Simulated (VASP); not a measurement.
# HfC: electric field gradients with PBEsol

The system is HfC.

```
Hf C
1.0
     0.00000    2.32500    2.32500
     2.32500    0.00000    2.32500
     2.32500    2.32500    0.00000
Hf C
1 1
Direct
  0.39500 0.39500 0.60500
  0.10500 0.10500 0.89500
```

This cell differs from its parent crystal: shortest bond scaled by 0.58.

```
Program                : VASP 6.6.1
Task                   : electric field gradients
Functional             : PBEsol
Potentials or basis    : VASP PAW PBE potentials, release 64 (Hf_pv, C)
Cutoff                 : 520 eV
k mesh                 : 11 × 11 × 11
Occupations            : fermi-dirac, width 0.05 eV
Spin                   : no spin polarisation
Dipole correction      : no
Further INCAR settings : ALGO = Normal; EDIFF = 1e-08; NBANDS = 14
```

```yaml
Pressure: 140.2 GPa
Largest_force: 53.191 eV/Å
Band_gap_on_the_k_mesh: zero (bands 7 and 8 overlap by 1.91 eV)
Largest_electric_field_gradient_by_atom: Hf +526.5; C +63.9 V/Å²
```

Forces on the atoms (eV/Å):
```
Hf    0.000   0.000  53.191
C     0.000   0.000 -53.191
```

Stress tensor (GPa, compression positive):
```
 -8.19   0.00   0.00
  0.00  -8.19   0.00
  0.00   0.00 436.90
```

Levels at points of the mesh, in eV from the Fermi level:
| k point | band 3 | band 4 | band 5 | band 6 | band 7 | band 8 | band 9 | band 10 | band 11 | band 12 |
| --- | --- | --- | --- | --- | --- | --- | --- | --- | --- | --- |
| (0.00, 0.00, 0.00) | -29.33 | -11.15 | -4.62 | -4.62 | -1.19 | 1.63 | 3.67 | 4.93 | 9.08 | 9.08 |

Electric field gradients, principal values (V/Å²):
| atom | least | middle | greatest (by size) |
| --- | --- | --- | --- |
| 1 Hf | -263.274 | -263.274 | 526.548 |
| 2 C | -31.972 | -31.972 | 63.944 |

Wall time 59 s on 1 thread of Intel Xeon 8259CL, on a shared host, peak memory 0.17 GiB.

Caveat: the cell differs from its parent crystal (shortest bond scaled by 0.58); atoms lie so close that the PAW spheres overlap strongly, which falsifies energies and pressures; the cell stands under pressure; without QUAD_EFG the Cq values of the log hold for a quadrupole moment of 1 mb, not for the nuclei; the PAW data sets were made with another functional, which shifts forces and pressure a little; spin-orbit coupling is left out, which moves the levels of the heavy elements.
